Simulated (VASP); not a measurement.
# Hf in VASP: further runs, part 2 of 2

VASP 6.6.1. The steps go on from the part before.

## (6) Single point, PBE (xy shear strain of -3 %)

INCAR reads:

```
SYSTEM = Hf
PREC     = Accurate       ! precision mode
ENCUT    = 520            ! plane-wave cutoff, eV
EDIFF    = 1E-6           ! SCF threshold, eV
ISMEAR   = -1             ! smearing method
SIGMA    = 0.05           ! smearing width, eV
LREAL    = .False.        ! projectors in reciprocal space
LASPH    = .True.         ! aspherical terms in the spheres
NELM     = 100            ! most SCF steps
ALGO     = Normal         ! electronic algorithm
ISIF     = 2              ! what is computed and relaxed
LWAVE    = .False.        ! write WAVECAR
LCHARG   = .False.        ! write CHGCAR
GGA      = PE             ! functional
NBANDS   = 17             ! bands
```

KPOINTS reads:

```
Automatic mesh
0
Gamma
  13 13 7
  0 0 0
```

POSCAR reads:

```
Hf
1.0
    3.1966985242     -0.0479504779      0.0000000000
   -1.6398755940      2.7923973691      0.0000000000
    0.0000000000      0.0000000000      5.0578000000
Hf
2
Direct
    0.3333333333      0.6666666667      0.2500000000
    0.6666666667      0.3333333333      0.7500000000
```

Potentials or basis: VASP PAW PBE potentials, release 64 (Hf_pv).

Run with:

```console
$ cat potpaw_PBE.64/Hf_pv/POTCAR > POTCAR
$ mpirun -np 1 vasp_std > vasp.out
```

OUTCAR:

```text
SYSTEM = Hf
   PREC = Accurate
   ENCUT = 520
   EDIFF = 1E-6
   ISMEAR = -1
   LREAL = .False.
   LASPH = .True.
   NELM = 100
   ISIF = 2
   GGA = PE

 ion  position               nearest neighbor table
   1  0.333  0.667  0.250-   2 3.12   2 3.12   2 3.13   2 3.13   2 3.14   2 3.14
   2  0.667  0.333  0.750-   1 3.12   1 3.12   1 3.13   1 3.13   1 3.14   1 3.14

  LATTYP: Found a simple monoclinic cell.
 ALAT       =     3.1552632813
 B/A-ratio  =     1.6029724143
 C/A-ratio  =     1.0132460741
 COS(beta)  =    -0.4803040536

  Lattice vectors:

 A1 = (   1.5568229302,   2.7444468912,   0.0000000000)
 A2 = (   0.0000000000,   0.0000000000,  -5.0578000000)
 A3 = (  -3.1966985242,   0.0479504779,   0.0000000000)

Analysis of symmetry for initial positions (statically):
=====================================================================
 Subroutine PRICEL returns:
 Original cell was already a primitive cell.

 Routine SETGRP: Setting up the symmetry group for a
 simple monoclinic supercell.

 Subroutine GETGRP returns: Found  4 space group operations
 (whereof  2 operations were pure point group operations)
 out of a pool of  4 trial point group operations.

The static configuration has the point symmetry S_2 .
 The point group associated with its full space group is C_2h.

Analysis of symmetry for dynamics (positions and initial velocities):
=====================================================================
 Subroutine PRICEL returns:
 Original cell was already a primitive cell.

 Routine SETGRP: Setting up the symmetry group for a
 simple monoclinic supercell.

 Subroutine GETGRP returns: Found  4 space group operations
 (whereof  2 operations were pure point group operations)
 out of a pool of  4 trial point group operations.

The dynamic configuration has the point symmetry S_2 .
 The point group associated with its full space group is C_2h.

 Subroutine INISYM returns: Found  4 space group operations
 (whereof  2 operations are pure point group operations),
 and found     1 'primitive' translations

----------------------------------------------------------------------------------------

                                     Primitive cell

  volume of cell :      44.7505

  direct lattice vectors                    reciprocal lattice vectors
     3.196698524 -0.047950478  0.000000000     0.315602878  0.185342338  0.000000000
    -1.639875594  2.792397369  0.000000000     0.005419468  0.361297881  0.000000000
     0.000000000  0.000000000  5.057800000     0.000000000  0.000000000  0.197714421

  length of vectors
     3.197058133  3.238313609  5.057800000     0.366001310  0.361338525  0.197714421

  position of ions in fractional coordinates (direct lattice)
     0.333333333  0.666666667  0.250000000
     0.666666667  0.333333333  0.750000000

  ion indices of the primitive-cell ions
   primitive index   ion index
                 1           1
                 2           2

----------------------------------------------------------------------------------------

 KPOINTS: Automatic mesh

Automatic generation of k-mesh.
 Grid dimensions read from file:
 generate k-points for:   13   13    7

 Generating k-lattice:

  Cartesian coordinates                     Fractional coordinates (reciprocal lattice)
     0.024277144  0.014257103  0.000000000     0.076923077  0.000000000  0.000000000
     0.000416882  0.027792145  0.000000000     0.000000000  0.076923077  0.000000000
     0.000000000  0.000000000  0.028244917     0.000000000  0.000000000  0.142857143

  Length of vectors
     0.028153947  0.027795271  0.028244917

  Shift w.r.t. Gamma in fractional coordinates (k-lattice)
     0.000000000  0.000000000  0.000000000

 Subroutine IBZKPT returns following result:
 ===========================================

 Found    340 irreducible k-points:

 Following reciprocal coordinates:
            Coordinates               Weight
  0.000000  0.000000  0.000000      1.000000
  0.076923  0.000000  0.000000      2.000000
  0.153846  0.000000  0.000000      2.000000
  0.230769  0.000000  0.000000      2.000000
  0.307692  0.000000  0.000000      2.000000
  0.384615  0.000000  0.000000      2.000000
[... 16 lines left out ...]
  0.153846  0.153846  0.000000      2.000000
  0.230769  0.153846  0.000000      2.000000
 [... further k-points ...]
   k-points           NKPTS =    340   k-points in BZ     NKDIM =    340   number of bands    NBANDS=     17
   number of dos      NEDOS =    301   number of ions     NIONS =      2
   total plane-waves  NPLWV =  23040
   dimension x,y,z NGX =    24 NGY =   24 NGZ =   40
   dimension x,y,z NGXF=    48 NGYF=   48 NGZF=   80
   ions per type =               2
   NGX,Y,Z   is equivalent  to a cutoff of  12.48, 12.32, 13.15 a.u.
   NGXF,Y,Z  is equivalent  to a cutoff of  24.96, 24.64, 26.30 a.u.
 SYSTEM =  Hf
   PREC   = accura    normal or accurate (medium, high low for compatibility)
   ISTART =      0    job   : 0-new  1-cont  2-samecut
   ICHARG =      2    charge: 1-file 2-atom 10-const
   ISPIN  =      1    spin polarized calculation?
   LNONCOLLINEAR =      F non collinear calculations
   LSORBIT =      F    spin-orbit coupling
   LASPH  =      T    aspherical Exc in radial PAW
   ENCUT  =  520.0 eV  38.22 Ry    6.18 a.u.   5.94  6.02  9.40*2*pi/ulx,y,z
   NELM   =    100;   NELMIN=  2; NELMDL= -5     # of ELM steps
   EDIFF  = 0.1E-05   stopping-criterion for ELM
   LREAL  =      F    real-space projection
   EDIFFG = 0.1E-04   stopping-criterion for IOM
   NSW    =      0    number of steps for IOM
   IBRION =     -1    ionic relax: 0-MD 1-quasi-New 2-CG
   NFREE  =      0    steps in history (QN), initial steepest desc. (CG)
   ISIF   =      2    stress and relaxation
   ISYM   =      2    0-nonsym 1-usesym 2-fastsym
   POTIM  = 0.5000    time-step for ionic-motion
   TEBEG  =    0.0;   TEEND  =   0.0 temperature during run
   PSTRESS=    0.0 pullay stress
   NELECT =      20.0000    total number of electrons
   NUPDOWN=      -1.0000    fix difference up-down
   EMIN   =  10.00;   EMAX   =-10.00  energy-range for DOS
   EFERMI =   0.00;   METHOD = LEGACY
   ISMEAR =    -1;   SIGMA  =   0.05  broadening in eV -4-tet -1-fermi 0-gaus
   EFERMI_NEDOS =   21; number of points for ismear=-14 and -15
   IALGO  =     38    algorithm
   IMIX   =      4    mixing-type and parameters
     AMIX     =   0.40;   BMIX     =  1.00
     AMIX_MAG =   1.60;   BMIX_MAG =  1.00
  volume/ion in A,a.u.               =      22.38       151.00
  Fermi-wavevector in a.u.,A,eV,Ry     =   1.251658  2.365290 21.315521  1.566647
  Thomas-Fermi vector in A             =   2.385595
   LORBIT       =      0    0 simple, 1 ext, 2 COOP (PROOUT), +10 PAW based schemes
   GGA     = PE    functional components
   LHFCALC =     F    Hartree Fock is set to
   AEXX    =    0.0000 exact exchange contribution
   IVDW    =     0    specifies the selected vdW correction
   LEPSILON=     F    determine dielectric tensor
   LRPA    =     F    only Hartree local field effects (RPA)
 non-spin polarized calculation
  energy-cutoff  :      520.00
  volume of cell :       44.75
 maximum number of plane-waves:      1222
   NGX = 11   NGY = 13   NGZ = 19

 number of electron      20.0000002 magnetization

 Free energy of the ion-electron system (eV)
  ---------------------------------------------------
  ext. energy  EPLUGINS =         0.00000000
  ---------------------------------------------------
  free energy    TOTEN  =       -19.84709512 eV

  energy without entropy =      -19.83386700  energy(sigma->0) =      -19.84048106

 E-fermi :   4.9159     XC(G=0): -11.2821

 val. band max:        4.9143103310   @ k =   0.0000   0.0000   0.4286
 cond. band min:       4.9173245337   @ k =  -0.1538   0.0769   0.0000
 fundamental gap:      0.0030142027
 Fermi energy:         4.9158562607

 k-point     1 :       0.0000    0.0000    0.0000
  band No.  band energies     occupation
      1     -26.1579      2.00000
      2     -25.4296      2.00000
      3     -25.3977      2.00000
      4     -25.3028      2.00000
      5     -25.2916      2.00000
      6     -25.2695      2.00000
[... 9 lines left out ...]
     16       7.6365      0.00000
     17      10.1573      0.00000
[... 441 lines left out ...]
 k-point    24 :       0.2308    0.1538    0.0000
  band No.  band energies     occupation
      1     -25.9034      2.00000
      2     -25.8065      2.00000
      3     -25.7599      2.00000
      4     -25.5482      2.00000
      5     -25.4270      2.00000
      6     -25.4161      2.00000
[... 9 lines left out ...]
     16      10.1170      0.00000
     17      10.9191      0.00000

 [... further k-points ...]

------------------------ aborting loop because EDIFF is reached ----------------------------------------

  FORCE on cell =-STRESS in cart. coord.  units (eV):
  Direction    XX          YY          ZZ          XY          YZ          ZX
  --------------------------------------------------------------------------------------
  -------------------------------------------------------------------------------------
  Total        0.1231034      0.1499570      0.0449499      0.5751766      0.0000000      0.0000000
  in kB        4.4074013      5.3688275      1.6093169     20.5927262      0.0000000      0.0000000
  external PRESSURE =       3.7951819 kB  Pullay stress =       0.0000000 kB

 VOLUME and BASIS-vectors are now :
 -----------------------------------------------------------------------------
  energy-cutoff  :      520.00
  volume of cell :       44.75
      direct lattice vectors                 reciprocal lattice vectors
     3.196698524 -0.047950478  0.000000000     0.315602878  0.185342338  0.000000000
    -1.639875594  2.792397369  0.000000000     0.005419468  0.361297881  0.000000000
     0.000000000  0.000000000  5.057800000     0.000000000  0.000000000  0.197714421

 POSITION                                       TOTAL-FORCE (eV/Angst)
 -----------------------------------------------------------------------------------
     -0.02768      1.84561      1.26445         0.082539      0.002808      0.000000
      1.58451      0.89883      3.79335        -0.082539     -0.002808     -0.000000
 -----------------------------------------------------------------------------------
    total drift:                               -0.000000      0.000000     -0.000000

  FREE ENERGIE OF THE ION-ELECTRON SYSTEM (eV)
  ---------------------------------------------------
  free  energy   TOTEN  =       -19.8470951219 eV

  energy  without entropy=      -19.8338669986  energy(sigma->0) =      -19.84048106
```

It took 92 s on 1 thread of Intel Xeon Platinum 8375C at 2.90GHz (Ice Lake), shared host; peak memory 0.32 GiB.

Results:

| Item | Value |
| --- | --- |
| Free energy | -19.8471 eV |
| Pressure | 0.4 GPa |
| Largest force | 0.083 eV/Å |
| Band gap on the k mesh | zero (bands 10 and 11 overlap by 1.35 eV) |

Forces in eV/Å, atoms in the order of the input:
```
Hf   0.083  0.003  0.000
Hf  -0.083 -0.003  0.000
```

Levels at points of the mesh, in eV from the Fermi level:
```csv
k point,band 6,band 7,band 8,band 9,band 10,band 11,band 12,band 13,band 14,band 15
"(0.00, 0.00, 0.00)",-30.19,-7.38,-3.71,0.64,0.91,1.46,1.46,1.76,2.26,2.56
```

Caveat: the cell differs from its parent crystal (xy shear strain of -3 %); spin-orbit coupling is left out, which moves the levels of the heavy elements.

## (7) Summary

```tsv
cell	gap on the mesh (eV)	pressure (GPa)	largest force (eV/Å)
a = 3.197, b = 3.183, c = 5.058 Å, angles 89.8, 89.4, 119.6°, 2 atoms, atomic positions A	none	0.4	0.03
a = 3.197, b = 3.169, c = 5.058 Å, angles 89.6, 88.8, 119.1°, 2 atoms, atomic positions A	none	0.4	0.05
a = 3.135, b = 3.135, c = 5.260 Å, angles 90.0, 90.0, 120.0°, 2 atoms, atomic positions A	none	0.3	-
a = 3.197, b = 3.197, c = 5.058 Å, angles 90.0, 90.0, 120.0°, 2 atoms, atomic positions B	none	0.4	0.09
a = 3.197, b = 3.238, c = 5.058 Å, angles 90.0, 90.0, 121.3°, 2 atoms, atomic positions A	none	0.4	0.08
```

Alike in all rows: task single point; level PBE; potentials or basis VASP PAW PBE potentials, release 64 (Hf_pv); no spin polarisation; k mesh 13 × 13 × 7; cutoff (eV) 520; smearing fermi-dirac 0.05 eV.

Caveats: spin-orbit coupling is left out, which moves the levels of the heavy elements.

Absolute energies hang on the potentials; compare differences alone.
